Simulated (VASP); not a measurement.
A run of VASP 6.6.1 is set up as follows.

POSCAR

```
BN
1.0
    2.5185105013      0.0000000000      0.0000000000
   -1.2592552506      2.1810940738      0.0000000000
    0.0000000000      0.0000000000      4.2124674919
B N
2 2
Direct
    0.3333333333      0.6666666667      0.0002865849
    0.6666666667      0.3333333333      0.5002865849
    0.3333333333      0.6666666667      0.3747134151
    0.6666666667      0.3333333333      0.8747134151
```

Contents of INCAR.step1:

```
PREC = Accurate ; ENCUT = 520
EDIFF = 1E-5 ; ISMEAR = 0
SIGMA = 0.01 ; LREAL = F
LASPH = T ; NELM = 100
ALGO = Normal ; ISIF = 2
LWAVE = T ; LCHARG = F
NBANDS = 16 ; GGA = PE
```

File INCAR.step2:

```
PREC = Accurate ; ENCUT = 520
EDIFF = 1E-7 ; ISMEAR = 0
SIGMA = 0.01 ; LREAL = F
LASPH = T ; NELM = 100
ALGO = Normal ; ISIF = 2
LWAVE = F ; LCHARG = F
GGA = PE ; LHFCALC = T
HFSCREEN = 0.2079 ; PRECFOCK = Normal
NBANDS = 16 ; ISTART = 1
```

KPOINTS

```
regular mesh
0
Gamma
  9 9 4
```

Potentials or basis: VASP PAW PBE potentials, release 64 (B, N).

Run with:

```console
$ cat potpaw_PBE.64/B/POTCAR potpaw_PBE.64/N/POTCAR > POTCAR
$ cp INCAR.step1 INCAR
$ mpirun -np 1 vasp_std > vasp.out
$ cp INCAR.step2 INCAR
$ mpirun -np 1 vasp_std > vasp.out
```

Predict the largest force.

0.005 eV/Å.

Estimate the pressure.

3.8 GPa.

Forces on the atoms (eV/Å):
```
B    0.000  0.000  0.005
B    0.000  0.000  0.005
N    0.000  0.000 -0.005
N    0.000  0.000 -0.005
```

Caveat: the cell differs from its parent crystal (epitaxial xy strain -1.0%); the cell stands under pressure; the PAW data sets were made with another functional, which shifts forces and pressure a little.
